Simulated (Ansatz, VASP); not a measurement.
# AgBr in VASP and in Ansatz

Contents of POSCAR:

```
AgBr
1.0
    0.0000000000      2.8927333262      2.8927333262
    2.8927333262      0.0000000000      2.8927333262
    2.8927333262      2.8927333262      0.0000000000
Ag Br
1 1
Direct
    0.0000000000      0.0000000000      0.0000000000
    0.5000000000      0.5000000000      0.5000000000
```

The input INCAR.step1:

```
  PREC = Accurate
  ENCUT = 400
  EDIFF = 1E-5
  ISMEAR = 0
  SIGMA = 0.01
  LREAL = F
  LASPH = T
  NELM = 120
  ALGO = Normal
  ISIF = 2
  LWAVE = T
  GGA = PE
  NBANDS = 16
  GGA_COMPAT = F
```

INCAR.step2

```
  PREC = Accurate
  ENCUT = 400
  EDIFF = 1E-6
  ISMEAR = 0
  SIGMA = 0.01
  LREAL = F
  LASPH = T
  NELM = 120
  ALGO = Normal
  ISIF = 2
  LWAVE = F
  LCHARG = T
  GGA = PE
  LHFCALC = T
  HFSCREEN = 0.2079
  PRECFOCK = Normal
  LELF = T
  LVHAR = T
  ISTART = 1
  NBANDS = 16
  GGA_COMPAT = F
```

Contents of KPOINTS:

```
regular mesh
0
Gamma
  4 4 4
```

Input for Ansatz:

```yaml
crystal:
  lattice:
    - [0.0, 2.8927333262, 2.8927333262]
    - [2.8927333262, 0.0, 2.8927333262]
    - [2.8927333262, 2.8927333262, 0.0]
  atoms:
    - { symbol: Ag, position: [0.0, 0.0, 0.0] }
    - { symbol: Br, position: [0.5, 0.5, 0.5] }
kpoints:
  mp_grid: { grid: [4, 4, 4] }
hamiltonian:
  xc: hse06
scf:
  occupations: { method: fixed }
  n_extra_bands: 4
output:
  forces: true
  stress: true
  eigenvalues: true
```

Alike in both runs: task single point; functional HSE06; k mesh 4 × 4 × 4; no spin polarisation.

|  | VASP | Ansatz |
| --- | --- | --- |
| version | VASP 6.6.1 | Ansatz 0.2.0 |
| potentials or method | VASP PAW PBE potentials, release 64 (Ag, Br) | plane waves, PAW |
| plane-wave cutoff (eV) | 400 | 420 |
| occupations | gaussian, width 0.01 eV | fixed |
| valence electrons in the cell | 18 | 26 |

```csv
,VASP,Ansatz,Ansatz less VASP
gap on the k mesh at the Fermi level (eV),2.02,2.04,+0.024
pressure (GPa),0.8,1.1,+0.32
```

VASP's potentials hold 18 valence electrons a cell and Ansatz's 26, so a difference there can come from the potentials and not from the codes. Ansatz's warnings: stress exchange threshold loose, stress scf threshold loose.

The k mesh is coarse, so the values compare programs but aren't converged.
